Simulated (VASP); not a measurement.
Write the native input for VASP 6.6.1 that does the following.

| Property | Result |
| --- | --- |
| Task | single point |
| Functional | PBE |
| Potentials or basis | VASP PAW PBE potentials, release 64 (S, W_sv, Ta_pv) |
| Cutoff | 500 eV |
| k mesh | 6 × 6 × 6 |
| Occupations | gaussian, width 0.1027 eV |
| Spin | no spin polarisation |
| Dipole correction | no |
| Further INCAR settings | ALGO = Normal; EDIFF = 1e-06; NBANDS = 46 |

The structure of Ta2WS6 lies in POSCAR:

```
Ta2WS6
1.0
    0.0000000000      3.2684550000      0.0000000000
    5.8871160000     -1.6342280000      0.0000000000
   -1.5709160000      1.6342280000     -8.9764150000
S W Ta
6 1 2
Direct
    0.0112900000      0.7815400000      0.7589600000
    0.9887100000      0.2184600000      0.2410400000
    0.7809600000      0.6891400000      0.1272200000
    0.2190400000      0.3108600000      0.8727800000
    0.3412700000      0.2224500000      0.5399100000
    0.6587300000      0.7775500000      0.4600900000
    0.0000000000      0.0000000000      0.0000000000
    0.3151400000      0.9239500000      0.2936700000
    0.6848600000      0.0760500000      0.7063300000
```

One way to write it, as run:

INCAR

```
  PREC = Accurate
  ENCUT = 500
  EDIFF = 1E-6
  ISMEAR = 0
  SIGMA = 0.1027
  LREAL = F
  LASPH = T
  NELM = 120
  ALGO = Normal
  ISIF = 2
  LWAVE = F
  LCHARG = T
  GGA = PE
  LELF = T
  LVHAR = T
  NBANDS = 46
  GGA_COMPAT = F
```

KPOINTS

```
Automatic mesh
0
Gamma
  6 6 6
```

Potentials or basis: VASP PAW PBE potentials, release 64 (S, W_sv, Ta_pv).

Command:

```console
$ cat potpaw_PBE.64/S/POTCAR potpaw_PBE.64/W_sv/POTCAR potpaw_PBE.64/Ta_pv/POTCAR > POTCAR
$ mpirun -np 1 vasp_std > vasp.out
```

It gave:

| Item | Value |
| --- | --- |
| Pressure | 3.9 GPa |
| Largest force | 1.172 eV/Å |
| Band gap on the k mesh | zero (band 36 reaches 5.68 eV, above the bottom of band 37 at 5.36 eV) |

Caveat: spin-orbit coupling is left out, which moves the levels of the heavy elements; forces of over 1 eV/Å act on the atoms, so gaps and moduli don't describe the material at rest.

It took 6.6 min on 1 thread of Intel(R) Xeon(R) Platinum 8488C (Sapphire Rapids) (shared host), peak memory 0.55 GiB.
